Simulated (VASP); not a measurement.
Here is a VASP 6.6.1 calculation.

Contents of INCAR:

```
SYSTEM = Hf4F
ALGO = Normal ; DIPOL = 0.5 0.5 0.362
EDIFF = 1E-7 ; ENCUT = 520
GGA = PE ; IDIPOL = 3
ISIF = 2 ; ISMEAR = 0
LASPH = .TRUE. ; LCHARG = .FALSE.
LDIPOL = .TRUE. ; LREAL = .FALSE.
LWAVE = .FALSE. ; NBANDS = 32
NELM = 100 ; PREC = Accurate
SIGMA = 0.1
```

File KPOINTS:

```
k-points
0
G
  9 9 1
  0 0 0
```

The input POSCAR:

```
Hf4F
1.0
    3.2048170381      0.0000000000      0.0000000000
   -1.6024085190      2.7754529695      0.0000000000
    0.0000000000      0.0000000000     24.5281466259
Hf F
4 1
Direct
    0.6666666667      0.3333333333      0.1630779553
    0.3333333333      0.6666666667      0.2663815885
    0.6666666667      0.3333333333      0.3732987945
    0.3333333333      0.6666666667      0.4699966451
    0.5555555556      0.4444444444      0.5397124711
```

Potentials or basis: VASP PAW PBE potentials, release 64 (Hf_pv, F).

Run with:

```console
$ cat potpaw_PBE.64/Hf_pv/POTCAR potpaw_PBE.64/F/POTCAR > POTCAR
$ mpirun -np 1 vasp_std > vasp.out
```

(1) Estimate the largest force.

Answers

(1) 2.154 eV/Å.

Caveat: an odd number of electrons without spin polarisation forces a metal; a magnetic or distorted state may lie lower.
